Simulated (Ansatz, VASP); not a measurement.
## Two plane-wave programs on ZrTlF6

```xyz
8
Lattice="0.0000 4.4462 4.4462 4.4462 0.0000 4.4462 4.4462 4.4462 0.0000" Properties=species:S:1:pos:R:3 pbc="T T T"
Zr    0.0000    0.0000    0.0000
Tl    4.4462    4.4462    4.4462
F     2.0249    4.4462    4.4462
F     6.8675    4.4462    4.4462
F     4.4462    2.0249    4.4462
F     4.4462    6.8675    4.4462
F     4.4462    4.4462    2.0249
F     4.4462    4.4462    6.8675
```

Alike in both runs: task relaxation of cell and atoms; functional PBE; k mesh 8 × 8 × 8; occupations gaussian, width 0.1 eV; no spin polarisation.

|  | VASP | Ansatz |
| --- | --- | --- |
| version | VASP 6.6.1 | Ansatz 0.2.0 |
| potentials or method | VASP PAW PBE potentials, release 64 (Zr_sv, Tl_d, F), cutoff 600 eV | scalar-relativistic, plane waves, PAW |
| valence electrons in the cell | 67 | 67 |

Ansatz gave:

- gap on the k mesh at the Fermi level, each at its own relaxed structure (eV): none
- relaxed volume (Å³/atom): 21.97
- relaxed length of the cell vector where the two differ most in proportion (Å): 6.288

What did VASP give for the same quantities?

gap on the k mesh at the Fermi level, each at its own relaxed structure (eV): none; relaxed volume (Å³/atom): 21.86; relaxed length of the cell vector where the two differ most in proportion (Å): 6.277.

A gap of «none» marks a metal or a gap that the smearing closes. Ansatz's warnings: xc potential rough in thin density.

Spin-orbit coupling is off throughout.
